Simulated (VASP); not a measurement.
# K2MgZnF6 (P1) in VASP: notebook

The runs below take K2MgZnF6 through single point, with r2SCAN, PBEsol.

All numbers are computed with VASP 6.6.1; they aren't measurements. Logs are shortened: lines on timing, memory, paths and dates and some standing lists are left out, and cuts for length are marked.

### Step 1. The cell of the first run

The typed cell holds 40 atoms: a = 8.046 Å, b = 8.046 Å, c = 8.046 Å, α = 90.00°, β = 90.00°, γ = 90.00°.

### Step 2. Single point, r2SCAN

File POSCAR:

```
K2MgZnF6
1.0
    8.0461570000      0.0000000000      0.0000000000
    0.0000000000      8.0461570000      0.0000000000
    0.0000000000      0.0000000000      8.0461570000
K Mg Zn F
8 4 4 24
Direct
    0.9999920000      0.0003520000      0.0002190000
    0.9999960000      0.0004430000      0.5000420000
    0.0001200000      0.5004390000      0.0003670000
    0.9999020000      0.5004500000      0.4998730000
    0.5001230000      0.0000290000      0.0002810000
    0.5004100000      0.0000650000      0.4998600000
    0.5001950000      0.5006050000      0.0004060000
    0.5004060000      0.5006700000      0.4998820000
    0.2501820000      0.2505480000      0.2501840000
    0.2502400000      0.2505060000      0.7501670000
    0.2501240000      0.7504190000      0.7501600000
    0.7501830000      0.2502610000      0.7501040000
    0.2500540000      0.7505430000      0.2501460000
    0.7501570000      0.2503480000      0.2500210000
    0.7501120000      0.7502820000      0.2500660000
    0.7501980000      0.7502980000      0.7501430000
    0.2503710000      0.2506630000      0.9999070000
    0.2503740000      0.2503600000      0.5004320000
    0.2499490000      0.7503240000      0.9973010000
    0.2506030000      0.7510340000      0.5030830000
    0.7502730000      0.2509030000      0.9973210000
    0.7504210000      0.2494980000      0.5030590000
    0.7502790000      0.7492490000      0.9997880000
    0.7500350000      0.7514130000      0.5005800000
    0.0031010000      0.2506530000      0.2503360000
    0.0005030000      0.2506070000      0.7501230000
    0.0004910000      0.7508110000      0.2505110000
    0.0030180000      0.7502490000      0.7501330000
    0.4974080000      0.2505830000      0.2501730000
    0.5000280000      0.2502010000      0.7501260000
    0.4998220000      0.7505920000      0.2499840000
    0.4973490000      0.7505940000      0.7503700000
    0.2504920000      0.0034150000      0.2499790000
    0.2501250000      0.0007560000      0.7503850000
    0.2501910000      0.4978070000      0.2502940000
    0.2504270000      0.5002580000      0.7499160000
    0.7504380000      0.0007630000      0.2494300000
    0.7504930000      0.0031970000      0.7512810000
    0.7501730000      0.5000020000      0.2509920000
    0.7498640000      0.4974450000      0.7493590000
```

File INCAR.step1:

```
SYSTEM = K2MgZnF6
PREC = Accurate
ENCUT = 520
ISMEAR = -1
SIGMA = 0.05
LREAL = Auto
LASPH = .TRUE.
NELM = 80
NBANDS = 174
GGA = PE
ALGO = Normal
EDIFF = 1E-4
LWAVE = .TRUE.
LCHARG = .FALSE.
```

File INCAR.step2:

```
SYSTEM = K2MgZnF6
PREC = Accurate
ENCUT = 520
EDIFF = 1E-6
ISMEAR = -1
SIGMA = 0.05
LREAL = Auto
LASPH = .TRUE.
NELM = 80
ALGO = Normal
ISIF = 2
LWAVE = .FALSE.
LCHARG = .FALSE.
METAGGA = R2SCAN
LMIXTAU = .TRUE.
NBANDS = 174
ISTART = 1
```

File KPOINTS:

```
regular mesh
0
G
  1 1 1
  0 0 0
```

Potentials or basis: VASP PAW PBE potentials, release 64 (K_sv, Mg, Zn, F).

On the command line:

```
$ cat potpaw_PBE.64/K_sv/POTCAR potpaw_PBE.64/Mg/POTCAR potpaw_PBE.64/Zn/POTCAR potpaw_PBE.64/F/POTCAR > POTCAR
$ cp INCAR.step1 INCAR
$ mpirun -np 1 vasp_gam > vasp.out
$ cp INCAR.step2 INCAR
$ mpirun -np 1 vasp_gam > vasp.out
```

OUTCAR:

```text
SYSTEM = K2MgZnF6
   PREC = Accurate
   ENCUT = 520
   EDIFF = 1E-6
   ISMEAR = -1
   LREAL = Auto
   LASPH = .TRUE.
   NELM = 80
   ISIF = 2
   METAGGA = R2SCAN
   ISTART = 1

 ion  position               nearest neighbor table
   1  1.000  0.000  0.000-  38 2.84  37 2.84  27 2.84  34 2.84  19 2.84  28 2.85  33 2.85  21 2.85
                            26 2.85  25 2.85  17 2.85  23 2.85  12 3.48  11 3.48   9 3.49  10 3.49
   2  1.000  0.000  0.500-  22 2.84  24 2.84  27 2.84  25 2.84  20 2.84  37 2.85  26 2.85  18 2.85
                            28 2.85  34 2.85  33 2.85  38 2.85  12 3.48   9 3.48  11 3.49  10 3.49
   3  0.000  0.500  0.000-  23 2.84  21 2.84  19 2.84  25 2.84  35 2.84  17 2.84  28 2.85  26 2.85
                            27 2.85  39 2.85  36 2.85  40 2.85   9 3.48  11 3.48  10 3.49  12 3.49
   4  1.000  0.500  0.500-  39 2.84  25 2.84  40 2.84  27 2.84  35 2.84  28 2.85  26 2.85  22 2.85
                            18 2.85  36 2.85  24 2.85  20 2.85   9 3.48  12 3.48  11 3.49  10 3.49
   5  0.500  0.000  0.000-  31 2.84  33 2.84  32 2.84  38 2.84  37 2.84  34 2.84  19 2.84  30 2.85
                            17 2.85  29 2.85  23 2.85  21 2.85  11 3.48   9 3.49  12 3.49  10 3.49
   6  0.500  0.000  0.500-  24 2.83  20 2.84  31 2.84  22 2.84  33 2.84  32 2.84  29 2.85  18 2.85
                            30 2.85  37 2.85  34 2.85  38 2.85  12 3.49  11 3.49   9 3.49  10 3.49
   7  0.500  0.501  0.000-  23 2.84  31 2.84  17 2.84  21 2.84  29 2.84  35 2.84  19 2.84  32 2.84
                            36 2.85  39 2.85  30 2.85  40 2.85   9 3.48  11 3.48  10 3.49  12 3.49
   8  0.500  0.501  0.500-  39 2.84  40 2.84  29 2.84  35 2.84  31 2.84  36 2.84  20 2.85  18 2.85
                            24 2.85  32 2.85  30 2.85  22 2.85   9 3.48  11 3.49  12 3.49  10 3.49
   9  0.250  0.251  0.250-  25 1.99  33 1.99  29 1.99  35 1.99  18 2.01  17 2.01   3 3.48   7 3.48
                             4 3.48   8 3.48   2 3.48   1 3.49   5 3.49   6 3.49
  10  0.250  0.251  0.750-  18 2.01  26 2.01  17 2.01  34 2.01  36 2.01  30 2.01   3 3.49   7 3.49
                             2 3.49   1 3.49   5 3.49   4 3.49   8 3.49   6 3.49
  11  0.250  0.750  0.750-  20 1.99  28 1.99  19 1.99  32 1.99  36 2.01  34 2.01   5 3.48   1 3.48
                             7 3.48   3 3.48   6 3.49   2 3.49   8 3.49   4 3.49
  12  0.750  0.250  0.750-  22 1.99  38 1.99  40 1.99  21 1.99  30 2.01  26 2.01   2 3.48   1 3.48
                             4 3.48   6 3.49   3 3.49   8 3.49   5 3.49   7 3.49
  13  0.250  0.751  0.250-  27 2.01  31 2.01  35 2.03  19 2.03  33 2.03  20 2.04
  14  0.750  0.250  0.250-  37 2.01  39 2.01  21 2.03  29 2.03  25 2.04  22 2.04
  15  0.750  0.750  0.250-  23 2.01  39 2.01  31 2.01  27 2.01  37 2.02  24 2.02
  16  0.750  0.750  0.750-  24 2.01  23 2.01  28 2.03  32 2.03  40 2.03  38 2.03
  17  0.250  0.251  1.000-  10 2.01   9 2.01   7 2.84   3 2.84   5 2.85   1 2.85
  18  0.250  0.250  0.500-  10 2.01   9 2.01   2 2.85   6 2.85   8 2.85   4 2.85
[... 20 lines left out ...]
  39  0.750  0.500  0.251-  14 2.01  15 2.01   4 2.84   8 2.84   7 2.85   3 2.85
  40  0.750  0.497  0.749-  12 1.99  16 2.03   8 2.84   4 2.84   7 2.85   3 2.85

  LATTYP: Found a simple cubic cell.
 ALAT       =     8.0461570000

  Lattice vectors:

 A1 = (   8.0461570000,   0.0000000000,   0.0000000000)
 A2 = (   0.0000000000,   8.0461570000,   0.0000000000)
 A3 = (   0.0000000000,   0.0000000000,   8.0461570000)

Analysis of symmetry for initial positions (statically):
=====================================================================
 Subroutine PRICEL returns:
 Original cell was already a primitive cell.

 Routine SETGRP: Setting up the symmetry group for a
 simple cubic supercell.

 Subroutine GETGRP returns: Found  1 space group operations
 (whereof  1 operations were pure point group operations)
 out of a pool of 48 trial point group operations.

The static configuration has the point symmetry C_1 .

Analysis of symmetry for dynamics (positions and initial velocities):
=====================================================================
 Subroutine PRICEL returns:
 Original cell was already a primitive cell.

 Routine SETGRP: Setting up the symmetry group for a
 simple cubic supercell.

 Subroutine GETGRP returns: Found  1 space group operations
 (whereof  1 operations were pure point group operations)
 out of a pool of 48 trial point group operations.

The dynamic configuration has the point symmetry C_1 .

 Subroutine INISYM returns: Found  1 space group operations
 (whereof  1 operations are pure point group operations),
 and found     1 'primitive' translations

----------------------------------------------------------------------------------------

                                     Primitive cell

  volume of cell :     520.9134

  direct lattice vectors                    reciprocal lattice vectors
     8.046157000  0.000000000  0.000000000     0.124282934  0.000000000  0.000000000
     0.000000000  8.046157000  0.000000000     0.000000000  0.124282934  0.000000000
     0.000000000  0.000000000  8.046157000     0.000000000  0.000000000  0.124282934

  length of vectors
     8.046157000  8.046157000  8.046157000     0.124282934  0.124282934  0.124282934

  position of ions in fractional coordinates (direct lattice)
     0.999992000  0.000352000  0.000219000
     0.999996000  0.000443000  0.500042000
     0.000120000  0.500439000  0.000367000
     0.999902000  0.500450000  0.499873000
     0.500123000  0.000029000  0.000281000
     0.500410000  0.000065000  0.499860000
[... 32 lines left out ...]
     0.750173000  0.500002000  0.250992000
     0.749864000  0.497445000  0.749359000

  ion indices of the primitive-cell ions
   primitive index   ion index
                 1           1
                 2           2
                 3           3
                 4           4
                 5           5
                 6           6
[... 32 lines left out ...]
                39          39
                40          40

----------------------------------------------------------------------------------------

 KPOINTS: regular mesh

Automatic generation of k-mesh.
 Grid dimensions read from file:
 generate k-points for:    1    1    1

 Generating k-lattice:

  Cartesian coordinates                     Fractional coordinates (reciprocal lattice)
     0.124282934  0.000000000  0.000000000     1.000000000  0.000000000  0.000000000
     0.000000000  0.124282934  0.000000000     0.000000000  1.000000000  0.000000000
     0.000000000  0.000000000  0.124282934     0.000000000  0.000000000  1.000000000

  Length of vectors
     0.124282934  0.124282934  0.124282934

  Shift w.r.t. Gamma in fractional coordinates (k-lattice)
     0.000000000  0.000000000  0.000000000

 Subroutine IBZKPT returns following result:
 ===========================================

 Found      1 irreducible k-points:

 Following reciprocal coordinates:
            Coordinates               Weight
  0.000000  0.000000  0.000000      1.000000
   k-points           NKPTS =      1   k-points in BZ     NKDIM =      1   number of bands    NBANDS=    174
   number of dos      NEDOS =    301   number of ions     NIONS =     40
   total plane-waves  NPLWV = 216000
   dimension x,y,z NGX =    60 NGY =   60 NGZ =   60
   dimension x,y,z NGXF=   120 NGYF=  120 NGZF=  120
   ions per type =               8   4   4  24
   NGX,Y,Z   is equivalent  to a cutoff of  12.40, 12.40, 12.40 a.u.
   NGXF,Y,Z  is equivalent  to a cutoff of  24.79, 24.79, 24.79 a.u.
 SYSTEM =  K2MgZnF6
   PREC   = accura    normal or accurate (medium, high low for compatibility)
   ISTART =      1    job   : 0-new  1-cont  2-samecut
   ICHARG =      0    charge: 1-file 2-atom 10-const
   ISPIN  =      1    spin polarized calculation?
   LNONCOLLINEAR =      F non collinear calculations
   LSORBIT =      F    spin-orbit coupling
   LASPH  =      T    aspherical Exc in radial PAW
   ENCUT  =  520.0 eV  38.22 Ry    6.18 a.u.  14.96 14.96 14.96*2*pi/ulx,y,z
   NELM   =     80;   NELMIN=  2; NELMDL=  0     # of ELM steps
   EDIFF  = 0.1E-05   stopping-criterion for ELM
   LREAL  =      T    real-space projection
   EDIFFG = 0.1E-04   stopping-criterion for IOM
   NSW    =      0    number of steps for IOM
   IBRION =     -1    ionic relax: 0-MD 1-quasi-New 2-CG
   NFREE  =      0    steps in history (QN), initial steepest desc. (CG)
   ISIF   =      2    stress and relaxation
   ISYM   =      2    0-nonsym 1-usesym 2-fastsym
   POTIM  = 0.5000    time-step for ionic-motion
   TEBEG  =    0.0;   TEEND  =   0.0 temperature during run
   PSTRESS=    0.0 pullay stress
   NELECT =     296.0000    total number of electrons
   NUPDOWN=      -1.0000    fix difference up-down
   EMIN   =  10.00;   EMAX   =-10.00  energy-range for DOS
   EFERMI =   0.00;   METHOD = LEGACY
   ISMEAR =    -1;   SIGMA  =   0.05  broadening in eV -4-tet -1-fermi 0-gaus
   EFERMI_NEDOS =   21; number of points for ismear=-14 and -15
   IALGO  =     38    algorithm
   IMIX   =      4    mixing-type and parameters
     AMIX     =   0.40;   BMIX     =  1.00
     AMIX_MAG =   1.60;   BMIX_MAG =  1.00
  volume/ion in A,a.u.               =      13.02        87.88
  Fermi-wavevector in a.u.,A,eV,Ry     =   1.355970  2.562413 25.016433  1.838656
  Thomas-Fermi vector in A             =   2.483013
   LORBIT       =      0    0 simple, 1 ext, 2 COOP (PROOUT), +10 PAW based schemes
   METAGGA = R2SCAN    functional components
   LHFCALC =     F    Hartree Fock is set to
   AEXX    =    0.0000 exact exchange contribution
   IVDW    =     0    specifies the selected vdW correction
   LEPSILON=     F    determine dielectric tensor
   LRPA    =     F    only Hartree local field effects (RPA)
 non-spin polarized calculation
  energy-cutoff  :      520.00
  volume of cell :      520.91
 maximum number of plane-waves:      6975
 NGX is ok and might be reduce to    60
   NGX = 29   NGY = 29   NGZ = 29

 number of electron     295.9999857 magnetization

 Free energy of the ion-electron system (eV)
  ---------------------------------------------------
  ext. energy  EPLUGINS =         0.00000000
  ---------------------------------------------------
  free energy    TOTEN  =      -302.96244288 eV

  energy without entropy =     -302.96244288  energy(sigma->0) =     -302.96244288

 E-fermi :   0.0153     XC(G=0): -10.3207

 val. band max:       -1.2334028045   @ k =   0.0000   0.0000   0.0000
 cond. band min:       4.4125987664   @ k =   0.0000   0.0000   0.0000
 fundamental gap:      5.6460015709
 Fermi energy:         0.0152821330

 k-point     1 :       0.0000    0.0000    0.0000
  band No.  band energies     occupation
      1     -29.1497      2.00000
      2     -29.1252      2.00000
      3     -29.1251      2.00000
      4     -29.1239      2.00000
      5     -29.1077      2.00000
      6     -29.1070      2.00000
[... 152 lines left out ...]
    159       8.4845      0.00000
    160       8.4857      0.00000
 [bands above 160 left out]

------------------------ aborting loop because EDIFF is reached ----------------------------------------

  FORCE on cell =-STRESS in cart. coord.  units (eV):
  Direction    XX          YY          ZZ          XY          YZ          ZX
  --------------------------------------------------------------------------------------
  -------------------------------------------------------------------------------------
  Total       -1.9875178     -2.0049150     -1.9853950      0.0018588      0.0040869      0.0012472
  in kB       -6.1130240     -6.1665328     -6.1064950      0.0057172      0.0125702      0.0038360
  external PRESSURE =      -6.1286839 kB  Pullay stress =       0.0000000 kB

 VOLUME and BASIS-vectors are now :
 -----------------------------------------------------------------------------
  energy-cutoff  :      520.00
  volume of cell :      520.91
      direct lattice vectors                 reciprocal lattice vectors
     8.046157000  0.000000000  0.000000000     0.124282934  0.000000000  0.000000000
     0.000000000  8.046157000  0.000000000     0.000000000  0.124282934  0.000000000
     0.000000000  0.000000000  8.046157000     0.000000000  0.000000000  0.124282934

 POSITION                                       TOTAL-FORCE (eV/Angst)
 -----------------------------------------------------------------------------------
      8.04609      0.00283      0.00176         0.006011      0.009374      0.000556
      8.04612      0.00356      4.02342         0.007174      0.010383      0.006019
      0.00097      4.02661      0.00295         0.004001      0.005600     -0.002036
      8.04537      4.02670      4.02206         0.006090      0.006735      0.007642
      4.02407      0.00023      0.00226         0.002017      0.011166     -0.001413
      4.02638      0.00052      4.02195         0.001212      0.012224      0.006966
[... 32 lines left out ...]
      6.03601      4.02309      2.01952         0.001935     -0.016150     -0.001718
      6.03352      4.00252      6.02946         0.006429     -0.122829      0.002460
 -----------------------------------------------------------------------------------
    total drift:                               -0.035478     -0.069327     -0.026454

  FREE ENERGIE OF THE ION-ELECTRON SYSTEM (eV)
  ---------------------------------------------------
  free  energy   TOTEN  =      -302.9624428801 eV

  energy  without entropy=     -302.9624428800  energy(sigma->0) =     -302.96244288
```

Run time: 8.4 min. Hardware: 1 thread of Oxide Virtual Turin-like, shared host; peak memory 0.52 GiB.

What came out:

| Quantity | Value |
| --- | --- |
| Free energy | -302.9624 eV |
| Pressure | -0.6 GPa |
| Largest force | 0.130 eV/Å |
| Band gap on the k mesh | 5.65 eV |

Forces on the atoms (eV/Å):
```
K    0.006  0.009  0.001
K    0.007  0.010  0.006
K    0.004  0.006 -0.002
K    0.006  0.007  0.008
K    0.002  0.011 -0.001
K    0.001  0.012  0.007
K    0.002  0.004 -0.003
K    0.000  0.005  0.008
Mg   0.010  0.000  0.004
Mg   0.009  0.000 -0.002
Mg   0.008  0.013  0.000
Mg   0.003  0.008  0.007
Zn   0.004 -0.028 -0.004
Zn  -0.007 -0.027  0.009
Zn  -0.003 -0.006  0.003
Zn  -0.015 -0.016 -0.007
F   -0.005  0.002 -0.003
F   -0.004  0.004  0.004
F    0.001  0.002 -0.122
F   -0.007 -0.009  0.114
F    0.000  0.005 -0.126
F   -0.004  0.006  0.113
F    0.002  0.008 -0.014
F    0.001 -0.004  0.010
F    0.122 -0.001 -0.004
F    0.007  0.001  0.003
F    0.017 -0.005 -0.002
F    0.123 -0.001 -0.003
F   -0.127  0.003  0.000
F   -0.009  0.004  0.001
F   -0.019 -0.003  0.000
F   -0.126  0.000  0.001
F   -0.007  0.120  0.000
F   -0.002  0.005  0.000
F   -0.001 -0.130  0.001
F   -0.001 -0.005  0.003
F   -0.005  0.012 -0.001
F   -0.001  0.118 -0.010
F    0.002 -0.016 -0.002
F    0.006 -0.123  0.002
```

Caveat: the k points lie up to 0.78 Å⁻¹ apart; the PAW data sets were made with another functional, which shifts forces and pressure a little.

### Step 3. Single point, PBEsol

File INCAR:

```
  PREC = Accurate
  ENCUT = 520
  EDIFF = 1E-6
  ISMEAR = -1
  SIGMA = 0.05
  LREAL = Auto
  LASPH = T
  NELM = 100
  ALGO = Normal
  ISIF = 2
  LWAVE = F
  LCHARG = F
  GGA = PS
  NBANDS = 174
  ISYM = 0
```

File KPOINTS:

```
Automatic mesh
0
Gamma
  1 1 1
  0.25 0.25 0.25
```

Changes to POSCAR since step 2:

```diff
@@ -2,5 +2,5 @@
 1.0
-    8.0461570000      0.0000000000      0.0000000000
-    0.0000000000      8.0461570000      0.0000000000
-    0.0000000000      0.0000000000      8.0461570000
+    8.0461566602      0.0000000000      0.0000000000
+    0.0000000000      8.0461566602      0.0000000000
+    0.0000000000      0.0000000000      8.0461566602
 K Mg Zn F
```

Potentials or basis: VASP PAW PBE potentials, release 64 (K_sv, Mg, Zn, F).

On the command line:

```
$ cat potpaw_PBE.64/K_sv/POTCAR potpaw_PBE.64/Mg/POTCAR potpaw_PBE.64/Zn/POTCAR potpaw_PBE.64/F/POTCAR > POTCAR
$ mpirun -np 1 vasp_std > vasp.out
```

It took 21 min on 1 thread of Oxide Virtual Turin-like, shared host; peak memory 0.6 GiB.

It converged, with:

```
Free energy            : -186.3601 eV
Pressure               : 0.0 GPa
Largest force          : 0.083 eV/Å
Band gap on the k mesh : 5.65 eV
```

Forces in eV/Å, atoms in the order of the input:
```
K    0.001  0.001  0.002
K    0.002  0.001  0.001
K   -0.001  0.004 -0.001
K    0.002  0.005  0.004
K    0.004  0.004  0.000
K    0.002  0.005  0.003
K    0.004  0.002 -0.001
K    0.001  0.003  0.004
Mg   0.009 -0.001  0.002
Mg   0.007 -0.003 -0.003
Mg   0.007  0.009  0.000
Mg   0.001  0.007  0.007
Zn   0.007  0.005  0.005
Zn   0.002 -0.003  0.010
Zn   0.004  0.012  0.007
Zn  -0.002  0.002  0.003
F   -0.006  0.000  0.006
F   -0.004  0.001 -0.007
F    0.000 -0.001 -0.074
F   -0.007 -0.009  0.066
F   -0.001  0.004 -0.078
F   -0.004  0.002  0.064
F    0.001  0.004  0.009
F   -0.001 -0.004 -0.012
F    0.073 -0.003 -0.004
F   -0.005 -0.001  0.002
F   -0.006 -0.006 -0.002
F    0.075 -0.004 -0.003
F   -0.079  0.001 -0.001
F    0.000  0.001  0.001
F    0.004 -0.005 -0.001
F   -0.078 -0.002  0.001
F   -0.007  0.070 -0.001
F   -0.003 -0.008  0.000
F   -0.001 -0.083  0.001
F   -0.002  0.001  0.002
F   -0.005 -0.011 -0.002
F   -0.001  0.068 -0.008
F    0.001  0.006 -0.001
F    0.005 -0.076  0.001
```

Levels at points of the mesh, in eV from the valence-band top:
```tsv
k point	band 145	band 146	band 147	band 148	band 149	band 150	band 151	band 152
(0.25, 0.25, 0.25)	-0.61	-0.44	0.00	0.00	5.65	7.10	7.10	7.58
```

Caveat: the PAW data sets were made with another functional, which shifts forces and pressure a little; a shifted mesh leaves out Γ, where band edges can lie. A k mesh can miss the band edges.
